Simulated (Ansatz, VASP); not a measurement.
# CsSe2: VASP beside Ansatz

```xyz
6
Lattice="0.0000 4.6192 4.6192 4.6192 0.0000 4.6192 4.6192 4.6192 0.0000" Properties=species:S:1:pos:R:3 pbc="T T T"
Cs    0.0000    0.0000    0.0000
Cs    2.3096    2.3096    2.3096
Se    5.7740    5.7740    5.7740
Se    5.7740    3.4644    3.4644
Se    3.4644    3.4644    5.7740
Se    3.4644    5.7740    3.4644
```

Alike in both runs: task relaxation of cell and atoms; functional PBE; k mesh 8 × 8 × 8; occupations gaussian, width 0.1 eV; no spin polarisation.

```csv
,VASP,Ansatz
version,VASP 6.6.1,Ansatz 0.2.0
potentials or method,"VASP PAW PBE potentials, release 64 (Cs_sv, Se), cutoff 500 eV","scalar-relativistic, plane waves, PAW"
valence electrons in the cell,42,82
```

|  | VASP | Ansatz | Ansatz less VASP |
| --- | --- | --- | --- |
| gap on the k mesh at the Fermi level, each at its own relaxed structure (eV) | none | none | - |
| relaxed volume (Å³/atom) | 29.37 | 29.25 | -0.123 |
| relaxed length of the cell vector where the two differ most in proportion (Å) | 6.293 | 6.284 | -0.0088 |

A gap of «none» marks a metal or a gap that the smearing closes. VASP's potentials hold 42 valence electrons a cell and Ansatz's 82, so a difference there can come from the potentials and not from the codes.

Spin-orbit coupling is off throughout.
